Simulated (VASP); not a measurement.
BiTe, 2 atoms in the cell. Symmetry: R-3m, No. 166, trigonal system. The conventional cell has a = 4.788 Å, b = 4.788 Å, c = 9.429 Å, α = 90.00°, β = 90.00°, γ = 120.00°. Within 4.2 Å of Bi (site symmetry -3m) lie 6 Te at 3.18 Å and 6 Bi at 4.19 Å. Te (site symmetry -3m) has 6 Bi at 3.18 Å and 6 Te at 4.19 Å within 4.2 Å. 

- Program: VASP 6.6.1
- Task: single point
- Functional: r2SCAN
- Potentials or basis: VASP PAW PBE potentials, release 64 (Bi_d, Te)
- Cutoff: 520 eV
- k mesh: 12 × 12 × 12
- Occupations: gaussian, width 0.1 eV
- Spin: no spin polarisation
- Dipole correction: no
- Further INCAR settings: ALGO = Normal; EDIFF = 1e-06; NBANDS = 18

Potentials or basis: VASP PAW PBE potentials, release 64 (Bi_d, Te).

Run with:

```console
$ cat potpaw_PBE.64/Bi_d/POTCAR potpaw_PBE.64/Te/POTCAR > POTCAR
$ cp INCAR.step1 INCAR
$ mpirun -np 1 vasp_std > vasp.out
$ cp INCAR.step2 INCAR
$ mpirun -np 1 vasp_std > vasp.out
```

Hardware: 1 thread of AMD EPYC 7R13 Processor (Zen 3) (shared host).

How long does it take, and how much memory?

It took 8.8 min on 1 thread of AMD EPYC 7R13 Processor (Zen 3) (shared host), peak memory 0.31 GiB. Counts: k points 189.
